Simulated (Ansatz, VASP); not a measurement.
# MgO2: VASP beside Ansatz

```xyz
12
Lattice="4.8888 0.0000 0.0000 0.0000 4.8888 0.0000 0.0000 0.0000 4.8888" Properties=species:S:1:pos:R:3 pbc="T T T"
Mg    0.0000    2.4444    2.4444
Mg    2.4444    2.4444    0.0000
Mg    2.4444    0.0000    2.4444
Mg    0.0000    0.0000    0.0000
O     2.0150    0.4293    4.4594
O     0.4293    4.4594    2.0150
O     4.4594    2.0150    0.4293
O     2.8737    2.8737    2.8737
O     2.0150    2.0150    2.0150
O     0.4293    2.8737    4.4594
O     4.4594    0.4293    2.8737
O     2.8737    4.4594    0.4293
```

Alike in both runs: functional PBEsol; k mesh 6 × 6 × 6; occupations gaussian, width 0.02 eV; no spin polarisation.

Ansatz relaxed the structure, and its values are those at the end. VASP's run is a single point on that final structure, the one shown.

|  | VASP | Ansatz |
| --- | --- | --- |
| version | VASP 6.6.1 | Ansatz 0.2.0 |
| potentials or method | VASP PAW PBE potentials, release 64 (Mg, O), cutoff 520 eV | scalar-relativistic, plane waves, PAW |
| valence electrons in the cell | 56 | 88 |

```tsv
	VASP	Ansatz	Ansatz less VASP
gap on the k mesh at the Fermi level (eV)	3.85	3.88	+0.026
least direct gap on the mesh (eV)	3.96	3.99	+0.024
pressure (GPa)	-3.9	-3.8	+0.12
rms of the force components (eV/Å)	0.092	0.001	-0.0906
```

VASP's potentials were made for PBE, not for PBEsol. VASP's potentials hold 56 valence electrons a cell and Ansatz's 88, so a difference there can come from the potentials and not from the codes. Ansatz's warnings: stress scf threshold loose.
